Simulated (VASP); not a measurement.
Wanted: the native input for a VASP 6.6.1 run.

```
Task                   : single point
Functional             : LDA
Potentials or basis    : VASP PAW LDA potentials, release 64 (Ti_sv, O_h)
Cutoff                 : 910 eV
k mesh                 : 8 × 8 × 8
Occupations            : gaussian, width 0.1 eV
Spin                   : no spin polarisation
Dipole correction      : no
Further INCAR settings : ALGO = Normal; EDIFF = 1e-06; NBANDS = 33
```

The structure of TiO2 lies in POSCAR:

```
TiO2
1.0
   -1.8693404635      1.8693404635      4.7359124129
    1.8693404635     -1.8693404635      4.7359124129
    1.8693404635      1.8693404635     -4.7359124129
Ti O
2 4
Direct
    0.0000000000      0.0000000000      0.0000000000
    0.7500000000      0.2500000000      0.5000000000
    0.9577110523      0.4577110523      0.5000000000
    0.2077110523      0.2077110523      0.0000000000
    0.5422889477      0.0422889477      0.5000000000
    0.7922889477      0.7922889477      0.0000000000
```

One way to write it, as run:

INCAR

```
ALGO     = Normal         # electronic algorithm
EDIFF    = 1E-6           # SCF threshold, eV
ENCUT    = 910            # plane-wave cutoff, eV
GGA      = CA             # functional
GGA_COMPAT= False        
ISIF     = 2              # what is computed and relaxed
ISMEAR   = 0              # smearing method
LASPH    = True           # aspherical terms in the spheres
LCHARG   = False          # write CHGCAR
LREAL    = False          # projectors in reciprocal space
LWAVE    = False          # write WAVECAR
NBANDS   = 33             # bands
NELM     = 120            # most SCF steps
PREC     = Accurate       # precision mode
SIGMA    = 0.1            # smearing width, eV
```

KPOINTS

```
k-points
0
Gamma
  8 8 8
```

Potentials or basis: VASP PAW LDA potentials, release 64 (Ti_sv, O_h).

Run with:

```sh
$ cat potpaw_LDA.64/Ti_sv/POTCAR potpaw_LDA.64/O_h/POTCAR > POTCAR
$ mpirun -np 1 vasp_std > vasp.out
```

Results of the run:

- Pressure: 0.6 GPa
- Largest force: 0.040 eV/Å
- Band gap on the k mesh: 2.12 eV (least direct gap 2.42 eV)

It took 7.6 min on 1 thread of Intel(R) Xeon(R) Platinum 8488C (Sapphire Rapids), with other jobs on the host, peak memory 0.45 GiB.
